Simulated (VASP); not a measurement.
The system is As.

```
As
1.0
     1.88080    1.08588    3.51406
    -1.88080    1.08588    3.51406
     0.00000   -2.17176    3.51406
As
2
Cartesian
  0.0000 0.0000 8.1597
  0.0000 0.0000 2.3825
```

- Program: VASP 6.6.1
- Task: relaxation of cell and atoms
- Functional: PBE
- Dispersion: D3(BJ)
- Potentials or basis: VASP PAW PBE potentials, release 64 (As)
- Cutoff: 600 eV
- k mesh: 15 × 15 × 15
- Occupations: gaussian, width 0.1 eV
- Spin: no spin polarisation

At the start: pressure 0.9 GPa; volume 21.53 Å³/atom.

Q: Where does the relaxation end?

A: Over 12 steps the energy falls by 11.8 meV/atom and the volume is 20.91 Å³/atom (-2.9 %); space group R-3m (No. 166, to 0.1 Å) before and after.

Step by step:
```csv
step,energy change (eV),largest force (eV/Å),pressure (GPa),volume (Å³)
1,0.0000,0.4845,0.93,43.06
2,-0.0091,0.0290,-1.70,43.84
3,-0.0103,0.0950,-1.06,43.64
4,-0.0162,0.0412,-0.55,42.98
5,-0.0196,0.0273,0.27,42.07
6,-0.0229,0.0309,0.06,41.94
7,-0.0236,0.0310,-0.08,41.84
8,-0.0236,0.0310,-0.10,41.83
9,-0.0236,0.0176,0.18,41.72
10,-0.0237,0.0059,0.06,41.77
11,-0.0237,0.0070,0.05,41.78
12,-0.0237,0.0009,0.00,41.81
```

Final structure:
```cif
data_structure
_symmetry_space_group_name_H-M 'P 1'
_symmetry_Int_Tables_number 1
_cell_length_a 4.0126
_cell_length_b 4.0126
_cell_length_c 4.0126
_cell_angle_alpha 56.337
_cell_angle_beta 56.337
_cell_angle_gamma 56.337
_cell_volume 41.81
loop_
_atom_site_label
_atom_site_type_symbol
_atom_site_fract_x
_atom_site_fract_y
_atom_site_fract_z
_atom_site_occupancy
As1 As 0.76934 0.76934 0.76934 1
As2 As 0.23066 0.23066 0.23066 1
```
